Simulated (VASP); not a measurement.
# SnO (Pmn2_1) in VASP: notebook, part 2 of 2

VASP 6.6.1. Earlier steps stand in the parts before.

## 3. Single point, LDA

The input, INCAR:

```
SYSTEM = SnO
PREC = Accurate ; ENCUT = 520
EDIFF = 1E-6 ; ISMEAR = -1
SIGMA = 0.05 ; LREAL = .False.
LASPH = .True. ; NELM = 100
ALGO = Normal ; ISIF = 2
LWAVE = .False. ; LCHARG = .False.
GGA = CA ; NBANDS = 28
```

The input, KPOINTS:

```
regular mesh
0
Gamma
  8 5 6
  0 0 0
```

The input, POSCAR:

```
SnO
1.0
    3.3550050000      0.0000000000      0.0000000000
    0.0000000000      5.6741040000      0.0000000000
    0.0000000000      0.0000000000      4.2219700000
Sn O
2 2
Direct
    0.5000000000      0.7680910000      0.0131440000
    0.0000000000      0.2319090000      0.5131440000
    0.5000000000      0.1087500000      0.2368570000
    0.0000000000      0.8912500000      0.7368570000
```

Potentials or basis: VASP PAW LDA potentials, release 64 (Sn_d, O).

Command:

```
cat potpaw_LDA.64/Sn_d/POTCAR potpaw_LDA.64/O/POTCAR > POTCAR
mpirun -np 1 vasp_std > vasp.out
```

OUTCAR:

```text
SYSTEM = SnO
   PREC = Accurate
   ENCUT = 520
   EDIFF = 1E-6
   ISMEAR = -1
   LREAL = .False.
   LASPH = .True.
   NELM = 100
   ISIF = 2
   GGA = CA

 ion  position               nearest neighbor table
   1  0.500  0.768  0.013-   3 2.15   4 2.16   4 2.16
   2  0.000  0.232  0.513-   4 2.15   3 2.16   3 2.16
   3  0.500  0.109  0.237-   1 2.15   2 2.16   2 2.16
   4  0.000  0.891  0.737-   2 2.15   1 2.16   1 2.16

  LATTYP: Found a simple orthorhombic cell.
 ALAT       =     3.3550050000
 B/A-ratio  =     1.2584094510
 C/A-ratio  =     1.6912356315

  Lattice vectors:

 A1 = (  -3.3550050000,   0.0000000000,   0.0000000000)
 A2 = (   0.0000000000,   0.0000000000,   4.2219700000)
 A3 = (   0.0000000000,   5.6741040000,   0.0000000000)

Analysis of symmetry for initial positions (statically):
=====================================================================
 Subroutine PRICEL returns:
 Original cell was already a primitive cell.

 Routine SETGRP: Setting up the symmetry group for a
 simple orthorhombic supercell.

 Subroutine GETGRP returns: Found  4 space group operations
 (whereof  2 operations were pure point group operations)
 out of a pool of  8 trial point group operations.

The static configuration has the point symmetry C_1h.
 The point group associated with its full space group is C_2v.

Analysis of symmetry for dynamics (positions and initial velocities):
=====================================================================
 Subroutine PRICEL returns:
 Original cell was already a primitive cell.

 Routine SETGRP: Setting up the symmetry group for a
 simple orthorhombic supercell.

 Subroutine GETGRP returns: Found  4 space group operations
 (whereof  2 operations were pure point group operations)
 out of a pool of  8 trial point group operations.

The dynamic configuration has the point symmetry C_1h.
 The point group associated with its full space group is C_2v.

 Subroutine INISYM returns: Found  4 space group operations
 (whereof  2 operations are pure point group operations),
 and found     1 'primitive' translations

----------------------------------------------------------------------------------------

                                     Primitive cell

  volume of cell :      80.3722

  direct lattice vectors                    reciprocal lattice vectors
     3.355005000  0.000000000  0.000000000     0.298062149  0.000000000  0.000000000
     0.000000000  5.674104000  0.000000000     0.000000000  0.176239279  0.000000000
     0.000000000  0.000000000  4.221970000     0.000000000  0.000000000  0.236856254

  length of vectors
     3.355005000  5.674104000  4.221970000     0.298062149  0.176239279  0.236856254

  position of ions in fractional coordinates (direct lattice)
     0.500000000  0.768091000  0.013144000
     0.000000000  0.231909000  0.513144000
     0.500000000  0.108750000  0.236857000
     0.000000000  0.891250000  0.736857000

  ion indices of the primitive-cell ions
   primitive index   ion index
                 1           1
                 2           2
                 3           3
                 4           4

----------------------------------------------------------------------------------------

 KPOINTS: regular mesh

Automatic generation of k-mesh.
 Grid dimensions read from file:
 generate k-points for:    8    5    6

 Generating k-lattice:

  Cartesian coordinates                     Fractional coordinates (reciprocal lattice)
     0.037257769  0.000000000  0.000000000     0.125000000  0.000000000  0.000000000
     0.000000000  0.035247856  0.000000000     0.000000000  0.200000000  0.000000000
     0.000000000  0.000000000  0.039476042     0.000000000  0.000000000  0.166666667

  Length of vectors
     0.037257769  0.035247856  0.039476042

  Shift w.r.t. Gamma in fractional coordinates (k-lattice)
     0.000000000  0.000000000  0.000000000

 Subroutine IBZKPT returns following result:
 ===========================================

 Found     60 irreducible k-points:

 Following reciprocal coordinates:
            Coordinates               Weight
  0.000000  0.000000  0.000000      1.000000
  0.125000  0.000000  0.000000      2.000000
  0.250000  0.000000  0.000000      2.000000
  0.375000  0.000000  0.000000      2.000000
  0.500000  0.000000  0.000000      1.000000
  0.000000  0.200000  0.000000      2.000000
[... 16 lines left out ...]
  0.250000  0.200000  0.166667      8.000000
  0.375000  0.200000  0.166667      8.000000
 [... further k-points ...]
   k-points           NKPTS =     60   k-points in BZ     NKDIM =     60   number of bands    NBANDS=     28
   number of dos      NEDOS =    301   number of ions     NIONS =      4
   total plane-waves  NPLWV =  37632
   dimension x,y,z NGX =    28 NGY =   42 NGZ =   32
   dimension x,y,z NGXF=    56 NGYF=   84 NGZF=   64
   ions per type =               2   2
   NGX,Y,Z   is equivalent  to a cutoff of  13.87, 12.31, 12.60 a.u.
   NGXF,Y,Z  is equivalent  to a cutoff of  27.75, 24.61, 25.20 a.u.
 SYSTEM =  SnO
   PREC   = accura    normal or accurate (medium, high low for compatibility)
   ISTART =      0    job   : 0-new  1-cont  2-samecut
   ICHARG =      2    charge: 1-file 2-atom 10-const
   ISPIN  =      1    spin polarized calculation?
   LNONCOLLINEAR =      F non collinear calculations
   LSORBIT =      F    spin-orbit coupling
   LASPH  =      T    aspherical Exc in radial PAW
   ENCUT  =  520.0 eV  38.22 Ry    6.18 a.u.   6.24 10.55  7.85*2*pi/ulx,y,z
   NELM   =    100;   NELMIN=  2; NELMDL= -5     # of ELM steps
   EDIFF  = 0.1E-05   stopping-criterion for ELM
   LREAL  =      F    real-space projection
[... 7 lines left out ...]
   TEBEG  =    0.0;   TEEND  =   0.0 temperature during run
   PSTRESS=    0.0 pullay stress
   NELECT =      40.0000    total number of electrons
   NUPDOWN=      -1.0000    fix difference up-down
   EMIN   =  10.00;   EMAX   =-10.00  energy-range for DOS
   EFERMI =   0.00;   METHOD = LEGACY
   ISMEAR =    -1;   SIGMA  =   0.05  broadening in eV -4-tet -1-fermi 0-gaus
   EFERMI_NEDOS =   21; number of points for ismear=-14 and -15
   IALGO  =     38    algorithm
   IMIX   =      4    mixing-type and parameters
     AMIX     =   0.40;   BMIX     =  1.00
     AMIX_MAG =   1.60;   BMIX_MAG =  1.00
  volume/ion in A,a.u.               =      20.09       135.59
  Fermi-wavevector in a.u.,A,eV,Ry     =   1.297357  2.451650 22.900458  1.683136
  Thomas-Fermi vector in A             =   2.428755
   LORBIT       =      0    0 simple, 1 ext, 2 COOP (PROOUT), +10 PAW based schemes
   GGA     = CA    functional components
   LHFCALC =     F    Hartree Fock is set to
   AEXX    =    0.0000 exact exchange contribution
   IVDW    =     0    specifies the selected vdW correction
   LEPSILON=     F    determine dielectric tensor
   LRPA    =     F    only Hartree local field effects (RPA)
 non-spin polarized calculation
  energy-cutoff  :      520.00
  volume of cell :       80.37
 maximum number of plane-waves:      2186
 NGX is ok and might be reduce to    28
   NGX = 13   NGY = 21   NGZ = 15

 number of electron      39.9999992 magnetization

 Free energy of the ion-electron system (eV)
  ---------------------------------------------------
  ext. energy  EPLUGINS =         0.00000000
  ---------------------------------------------------
  free energy    TOTEN  =       -25.18210657 eV

  energy without entropy =      -25.18210655  energy(sigma->0) =      -25.18210656

 E-fermi :   5.2398     XC(G=0):  -9.9654

 val. band max:        4.5245553209   @ k =   0.0000   0.0000   0.0000
 cond. band min:       5.9706367190   @ k =   0.3750   0.4000   0.0000
 fundamental gap:      1.4460813981
 Fermi energy:         5.2397982491

 k-point     1 :       0.0000    0.0000    0.0000
  band No.  band energies     occupation
      1     -16.5522      2.00000
      2     -16.2458      2.00000
      3     -16.1595      2.00000
      4     -16.1354      2.00000
      5     -16.1086      2.00000
      6     -16.0752      2.00000
[... 20 lines left out ...]
     27      13.1714      0.00000
     28      13.7416      0.00000

 k-point     2 :       0.1250    0.0000    0.0000
  band No.  band energies     occupation
      1     -16.5445      2.00000
      2     -16.2323      2.00000
      3     -16.1717      2.00000
      4     -16.1497      2.00000
      5     -16.1169      2.00000
      6     -16.0753      2.00000
[... 674 lines left out ...]
 k-point    24 :       0.3750    0.2000    0.1667
  band No.  band energies     occupation
      1     -16.5321      2.00000
      2     -16.4465      2.00000
      3     -16.1325      2.00000
      4     -16.1229      2.00000
      5     -16.0894      2.00000
      6     -16.0798      2.00000
[... 20 lines left out ...]
     27      13.3891      0.00000
     28      14.4218      0.00000

 [... further k-points ...]
[... 5 lines left out ...]
  --------------------------------------------------------------------------------------
  -------------------------------------------------------------------------------------
  Total       -3.0584657     -2.4347513     -2.3191512      0.0000000      0.0000000      0.0000000
  in kB      -60.9689315    -48.5355084    -46.2310805      0.0000000      0.0000000      0.0000000
  external PRESSURE =     -51.9118401 kB  Pullay stress =       0.0000000 kB

 VOLUME and BASIS-vectors are now :
 -----------------------------------------------------------------------------
  energy-cutoff  :      520.00
  volume of cell :       80.37
      direct lattice vectors                 reciprocal lattice vectors
     3.355005000  0.000000000  0.000000000     0.298062149  0.000000000  0.000000000
     0.000000000  5.674104000  0.000000000     0.000000000  0.176239279  0.000000000
     0.000000000  0.000000000  4.221970000     0.000000000  0.000000000  0.236856254

 POSITION                                       TOTAL-FORCE (eV/Angst)
 -----------------------------------------------------------------------------------
      1.67750      4.35823      0.05549         0.000000      0.616551     -0.191708
      0.00000      1.31588      2.16648         0.000000     -0.616551     -0.191708
      1.67750      0.61706      1.00000         0.000000     -0.177586      0.191708
      0.00000      5.05705      3.11099         0.000000      0.177586      0.191708
 -----------------------------------------------------------------------------------
    total drift:                                0.000000      0.000000      0.000040

  FREE ENERGIE OF THE ION-ELECTRON SYSTEM (eV)
  ---------------------------------------------------
  free  energy   TOTEN  =       -25.1821065729 eV

  energy  without entropy=      -25.1821065484  energy(sigma->0) =      -25.18210656
```

OSZICAR:

```text
N       E                     dE             d eps       ncg     rms          rms(c)
DAV:   1     0.432279492311E+03    0.43228E+03   -0.20401E+04  3472   0.210E+03
DAV:   2     0.401176583983E+02   -0.39216E+03   -0.37633E+03  3508   0.537E+02
DAV:   3    -0.256044228890E+02   -0.65722E+02   -0.64630E+02  3824   0.188E+02
DAV:   4    -0.289795447951E+02   -0.33751E+01   -0.33571E+01  3912   0.459E+01
DAV:   5    -0.290657756686E+02   -0.86231E-01   -0.86213E-01  3748   0.788E+00    0.116E+01
DAV:   6    -0.253819622991E+02    0.36838E+01   -0.17512E+01  5452   0.483E+01    0.553E+00
DAV:   7    -0.252509844952E+02    0.13098E+00   -0.22943E+00  3884   0.928E+00    0.255E+00
DAV:   8    -0.251968699658E+02    0.54115E-01   -0.39978E-01  3920   0.403E+00    0.781E-01
DAV:   9    -0.251815763649E+02    0.15294E-01   -0.46362E-02  5552   0.218E+00    0.230E-01
DAV:  10    -0.251828270519E+02   -0.12507E-02   -0.84338E-03  4876   0.818E-01    0.180E-01
DAV:  11    -0.251820759221E+02    0.75113E-03   -0.26635E-03  5252   0.476E-01    0.205E-02
DAV:  12    -0.251821102697E+02   -0.34348E-04   -0.34617E-04  3552   0.109E-01    0.266E-02
DAV:  13    -0.251821069949E+02    0.32748E-05   -0.15088E-05  5020   0.329E-02    0.101E-02
DAV:  14    -0.251821065729E+02    0.42204E-06   -0.11493E-06  2080   0.735E-03
   1 F= -.25182107E+02 E0= -.25182107E+02  d E =-.244886E-07
```

stdout:

```text
POSCAR found type information on POSCAR SnO
 POSCAR found :  2 types and       4 ions
 scaLAPACK will be used
 LDA part: xc-table for (Slater(with rela. corr.)+CA(PZ))
 , standard interpolation
 POSCAR, INCAR and KPOINTS ok, starting setup
 FFT: planning ... GRIDC
 FFT: planning ... GRID_SOFT
 FFT: planning ... GRID
 WAVECAR not read
 entering main loop
```

Run time: 54 s. Hardware: 1 thread of AMD EPYC 9R45 (Zen 5), shared host; peak memory 0.2 GiB.

Results:

```
Free energy            : -25.1821 eV
Pressure               : -5.2 GPa
Largest force          : 0.646 eV/Å
Band gap on the k mesh : 1.45 eV (least direct gap 2.04 eV)
```

Forces on the atoms (eV/Å):
```
Sn   0.000  0.617 -0.192
Sn   0.000 -0.617 -0.192
O    0.000 -0.178  0.192
O    0.000  0.178  0.192
```

Caveat: the cell stands under tension; spin-orbit coupling is left out, which moves the levels of the heavy elements. A k mesh can miss the band edges.
